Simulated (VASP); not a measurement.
Input of a VASP 6.6.1 run:

File INCAR:

```
ALGO     = Normal         # electronic algorithm
EDIFF    = 1E-6           # SCF threshold, eV
EDIFFG   = -0.01          # ionic threshold
ENCUT    = 600            # plane-wave cutoff, eV
GGA      = PS             # functional
IBRION   = 2              # ionic algorithm
ISIF     = 3              # what is computed and relaxed
ISMEAR   = -1             # smearing method
IVDW     = 13             # dispersion correction
LASPH    = True           # aspherical terms in the spheres
LCHARG   = False          # write CHGCAR
LREAL    = False          # projectors in reciprocal space
LWAVE    = False          # write WAVECAR
NELM     = 100            # most SCF steps
NSW      = 60             # ionic steps
PREC     = Accurate       # precision mode
SIGMA    = 0.05           # smearing width, eV
```

KPOINTS

```
k-points
0
Gamma
  12 12 12
```

The input POSCAR:

```
Si2W
1.0
   -1.6069000000      1.6069000000      3.9149500000
    1.6069000000     -1.6069000000      3.9149500000
    1.6069000000      1.6069000000     -3.9149500000
W Si
1 2
Direct
    0.0000000000      0.0000000000      0.0000000000
    0.6653000000      0.6653000000      0.0000000000
    0.3347000000      0.3347000000      0.0000000000
```

Potentials or basis: VASP PAW PBE potentials, release 64 (W_sv, Si).

Launch:

```console
$ cat potpaw_PBE.64/W_sv/POTCAR potpaw_PBE.64/Si/POTCAR > POTCAR
$ mpirun -np 1 vasp_std > vasp.out
```

Q: What does it give for the dispersion energy per atom?

A: -0.340 eV.

Q: Estimate the relaxed cell.

A: a = 4.498 Å, b = 4.498 Å, c = 4.498 Å, α = 138.51°, β = 138.51°, γ = 60.12°.

Forces on the atoms (eV/Å):
```
W    0.000  0.000  0.000
Si   0.000  0.000 -0.004
Si   0.000  0.000  0.004
```

Caveat: the PAW data sets were made with another functional, which shifts forces and pressure a little.
